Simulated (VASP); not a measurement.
Here is a VASP 6.6.1 calculation.

INCAR

```
ALGO = Normal
EDIFF = 1E-6
ENCUT = 520
GGA = PE
GGA_COMPAT = False
ISIF = 2
ISMEAR = -1
LASPH = True
LCHARG = False
LORBIT = 11
LORBMOM = True
LREAL = False
LSORBIT = True
LWAVE = False
MAGMOM = 0 0 0 0 0 0 0 0 0 0 0 0
NBANDS = 40
NELM = 150
PREC = Accurate
SIGMA = 0.02
```

The input KPOINTS:

```
k-points
0
Gamma
  8 8 6
```

The input POSCAR:

```
GaBAs2
1.0
    3.6615741104      0.0000000000      0.0000000000
    0.0000000000      3.6615741104      0.0000000000
    0.0000000000      0.0000000000      5.3547502617
B As Ga
1 2 1
Direct
    0.0000000000      0.0000000000      0.0000000000
    0.0000000000      0.5000000000      0.2139711070
    0.5000000000      0.0000000000      0.7860288930
    0.5000000000      0.5000000000      0.5000000000
```

Potentials or basis: VASP PAW PBE potentials, release 64 (B, As, Ga_d).

Command:

```sh
$ cat potpaw_PBE.64/B/POTCAR potpaw_PBE.64/As/POTCAR potpaw_PBE.64/Ga_d/POTCAR > POTCAR
$ mpirun -np 1 vasp_ncl > vasp.out
```

Question: What does it give for the largest force?

Answer: 0.209 eV/Å.

Question: Predict the net moment.

Answer: 0.00 μB per cell.

Question: Estimate the pressure.

Answer: 2.8 GPa.

Stress tensor (GPa, compression positive):
```
2.60 0.00 0.00
0.00 2.60 0.00
0.00 0.00 3.19
```
